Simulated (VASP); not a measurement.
Write the native input for VASP 6.6.1 that does the following.

| Property | Result |
| --- | --- |
| Task | single point |
| Functional | LDA |
| Potentials or basis | VASP PAW LDA potentials, release 64 (Ca_sv, O) |
| Cutoff | 520 eV |
| k mesh | 4 × 4 × 4 |
| Occupations | gaussian, width 0.01 eV |
| Spin | no spin polarisation |
| Dipole correction | no |
| Further INCAR settings | ALGO = Normal; EDIFF = 1e-07; NBANDS = 15 |

The structure of CaO lies in POSCAR:

```
CaO
1.0
    0.0000000000      2.6067317390      2.6067317390
    2.6067317390      0.0000000000      2.6067317390
    2.6067317390      2.6067317390      0.0000000000
Ca O
1 1
Direct
    0.0000000000      0.0000000000      0.0000000000
    0.2500000000      0.2500000000      0.2500000000
```

The input as run:

INCAR

```
SYSTEM = CaO
PREC     = Accurate       ! precision mode
ENCUT    = 520            ! plane-wave cutoff, eV
EDIFF    = 1E-7           ! SCF threshold, eV
ISMEAR   = 0              ! smearing method
SIGMA    = 0.01           ! smearing width, eV
LREAL    = .FALSE.        ! projectors in reciprocal space
LASPH    = .TRUE.         ! aspherical terms in the spheres
NELM     = 100            ! most SCF steps
ALGO     = Normal         ! electronic algorithm
ISIF     = 2              ! what is computed and relaxed
LWAVE    = .FALSE.        ! write WAVECAR
LCHARG   = .TRUE.         ! write CHGCAR
LELF     = .TRUE.         ! ELF
LVHAR    = .TRUE.       
NBANDS   = 15             ! bands
```

KPOINTS

```
Automatic mesh
0
G
  4 4 4
  0 0 0
```

Potentials or basis: VASP PAW LDA potentials, release 64 (Ca_sv, O).

Run with:

```sh
$ cat potpaw_LDA.64/Ca_sv/POTCAR potpaw_LDA.64/O/POTCAR > POTCAR
$ mpirun -np 1 vasp_std > vasp.out
```

Results of the run:

```yaml
Pressure: -3.9 GPa
Band_gap_on_the_k_mesh: 3.14 eV, indirect (least direct gap 3.78 eV)
```

Caveat: the k points lie up to 0.52 Å⁻¹ apart.

Run time: 5.1 s on 1 thread of Intel(R) Xeon(R) Platinum 8488C (Sapphire Rapids) (shared host), peak memory 0.13 GiB.
